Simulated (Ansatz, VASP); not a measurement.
GaN in VASP and in Ansatz

POSCAR

```
GaN
1.0
    0.0000000000      2.1352350000      2.1352350000
    2.1352350000      0.0000000000      2.1352350000
    2.1352350000      2.1352350000      0.0000000000
Ga N
1 1
Direct
    0.0000000000      0.0000000000      0.0000000000
    0.5000000000      0.5000000000      0.5000000000
```

The input INCAR.step1:

```
SYSTEM = GaN
ALGO = Normal ; EDIFF = 1E-5
ENCUT = 660 ; GGA = PE
GGA_COMPAT = .False. ; ISMEAR = 0
LASPH = .True. ; LCHARG = .False.
LREAL = .False. ; LWAVE = .True.
NBANDS = 16 ; NELM = 120
PREC = Accurate ; SIGMA = 0.01
```

File INCAR.step2:

```
SYSTEM = GaN
ALGO = Normal ; EDIFF = 1E-6
ENCUT = 660 ; GGA_COMPAT = .False.
ISIF = 2 ; ISMEAR = 0
ISTART = 1 ; LASPH = .True.
LCHARG = .False. ; LMIXTAU = .True.
LREAL = .False. ; LWAVE = .False.
METAGGA = R2SCAN ; NBANDS = 16
NELM = 120 ; PREC = Accurate
SIGMA = 0.01
```

Contents of KPOINTS:

```
k-points
0
Gamma
  7 7 7
  0 0 0
```

Input for Ansatz:

```yaml
crystal:
  lattice:
    - [0.0, 2.135235, 2.135235]
    - [2.135235, 0.0, 2.135235]
    - [2.135235, 2.135235, 0.0]
  atoms:
    - { symbol: Ga, position: [0.0, 0.0, 0.0] }
    - { symbol: "N", position: [0.5, 0.5, 0.5] }
basis:
  ecutwfc: 650.0
kpoints:
  mp_grid: { grid: [7, 7, 7] }
  band_path:
    path:
      - [0.375, 0.375, 0.75]
      - [0.0, 0.0, 0.0]
      - [0.5, 0.5, 0.5]
      - [0.5, 0.25, 0.75]
      - [0.5, 0.0, 0.5]
    npoints: 10
hamiltonian:
  xc: r2scan
scf:
  n_extra_bands: 8
  occupations: { method: fixed }
output:
  dos: { de: 0.05, method: { smearing: { sigma: 0.2 } }, projected: true }
  eigenvalues: true
```

Alike in both runs: task single point; functional r2SCAN; k mesh 7 × 7 × 7; no spin polarisation.

```csv
,VASP,Ansatz
version,VASP 6.6.1,Ansatz 0.2.0
potentials or method,"VASP PAW PBE potentials, release 64 (Ga_d, N), cutoff 660 eV","plane waves, PAW"
occupations,"gaussian, width 0.01 eV",fixed
valence electrons in the cell,18,18
```

Ansatz gave:

```
gap on the k mesh at the Fermi level (eV) : 1.33
```

Problem. What did VASP give for the same quantities?

Solution. gap on the k mesh at the Fermi level (eV): 1.31.

VASP's potentials were made for PBE, not for r2SCAN.
